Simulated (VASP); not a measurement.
Set up this calculation in VASP 6.6.1, as the native input.

* Task: single point
* Functional: PBEsol
* Potentials or basis: VASP PAW PBE potentials, release 64 (In_d, As)
* Cutoff: 520 eV
* k mesh: 14 × 14 × 14
* Occupations: gaussian, width 0.15 eV
* Spin: no spin polarisation
* Dipole correction: no
* Further INCAR settings: ALGO = Normal; EDIFF = 1e-06; NBANDS = 16

The structure of InAs lies in POSCAR:

```
InAs
1.0
    0.0000000000      3.0240000000      3.1298400000
    3.0240000000      0.0000000000      3.1298400000
    3.0240000000      3.0240000000      0.0000000000
In As
1 1
Direct
    0.0000000000      0.0000000000      0.0000000000
    0.7500000000      0.7500000000      0.7500000000
```

This cell differs from its parent crystal: strain +0.0350 x Voigt [0, 0, 1, 0, 0, 0].

One way to write it, as run:

INCAR

```
SYSTEM = InAs
PREC     = Accurate       ! precision mode
ENCUT    = 520            ! plane-wave cutoff, eV
EDIFF    = 1E-6           ! SCF threshold, eV
ISMEAR   = 0              ! smearing method
SIGMA    = 0.15           ! smearing width, eV
LREAL    = .FALSE.        ! projectors in reciprocal space
LASPH    = .TRUE.         ! aspherical terms in the spheres
NELM     = 100            ! most SCF steps
ALGO     = Normal         ! electronic algorithm
ISIF     = 2              ! what is computed and relaxed
LWAVE    = .FALSE.        ! write WAVECAR
LCHARG   = .FALSE.        ! write CHGCAR
GGA      = PS             ! functional
NBANDS   = 16             ! bands
```

KPOINTS

```
Automatic mesh
0
G
  14 14 14
  0 0 0
```

Potentials or basis: VASP PAW PBE potentials, release 64 (In_d, As).

Run with:

```console
$ cat potpaw_PBE.64/In_d/POTCAR potpaw_PBE.64/As/POTCAR > POTCAR
$ mpirun -np 1 vasp_std > vasp.out
```

Results of the run:

| Property | Result |
| --- | --- |
| Pressure | -0.8 GPa |
| Band gap on the k mesh | zero (filled and empty bands touch) |

Caveat: the cell differs from its parent crystal (strain +0.0350 x Voigt [0, 0, 1, 0, 0, 0]); the PAW data sets were made with another functional, which shifts forces and pressure a little; spin-orbit coupling is left out, which moves the levels of the heavy elements.

Run time: 99 s on 1 thread of AMD EPYC 9R45 96-Core Processor (Zen 5), with other jobs on the host, peak memory 0.32 GiB.
